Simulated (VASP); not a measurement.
ScB2P3:

```
CELL_PARAMETERS angstrom
3.45000 0.00000 0.00000
-1.72500 2.98779 0.00000
0.00000 0.00000 8.65000
ATOMIC_POSITIONS crystal
Sc 0.00000 0.00000 0.97000
B 0.00000 0.00000 0.69000
B 0.33333 0.66667 0.39000
P 0.00000 0.00000 0.46000
P 0.33333 0.66667 0.16000
P 0.66667 0.33333 0.77000
```

| Property | Result |
| --- | --- |
| Program | VASP 6.6.1 |
| Task | relaxation of cell and atoms |
| Functional | PBE |
| Potentials or basis | VASP PAW PBE potentials, release 64 (Sc_sv, B, P) |
| Cutoff | 600 eV |
| k mesh | 5 × 5 × 2 |
| Occupations | gaussian, width 0.2 eV |
| Spin | no spin polarisation |

At the start: pressure -6.3 GPa; volume 14.86 Å³/atom.

**Question.** Where does the relaxation end?

**Answer.** Over 8 steps the energy falls by 76.2 meV/atom and the volume is 13.72 Å³/atom (-7.7 %); space group P3m1 (No. 156, to 0.1 Å) before and after.

The path:
```csv
step,energy change (eV),largest force (eV/Å),pressure (GPa),volume (Å³)
1,0.0000,0.9640,-6.25,89.16
2,-0.3157,0.9624,2.86,81.83
3,-0.3165,0.9745,3.43,81.46
4,-0.4398,0.4864,0.49,82.18
5,-0.4414,0.5182,0.20,82.26
6,-0.4551,0.2156,-0.28,82.55
7,-0.4551,0.2143,-0.29,82.56
8,-0.4572,0.0488,0.12,82.30
```

Final structure:
```
Sc B P
1.0
     3.25329    0.00000    0.00000
    -1.62664    2.81743    0.00000
     0.00000    0.00000    8.97915
Sc B P
1 2 3
Direct
  0.00000 0.00000 0.97368
  0.00000 0.00000 0.68069
  0.33333 0.66667 0.39120
  0.00000 0.00000 0.46250
  0.33333 0.66667 0.17473
  0.66667 0.33333 0.75720
```

Caveat: the k points lie up to 0.45 Å⁻¹ apart in the final cell, too coarse for converged energies and pressures of a metal; the relaxation stopped at a loose force limit of 0.08 eV/Å, so its end isn't a converged minimum.
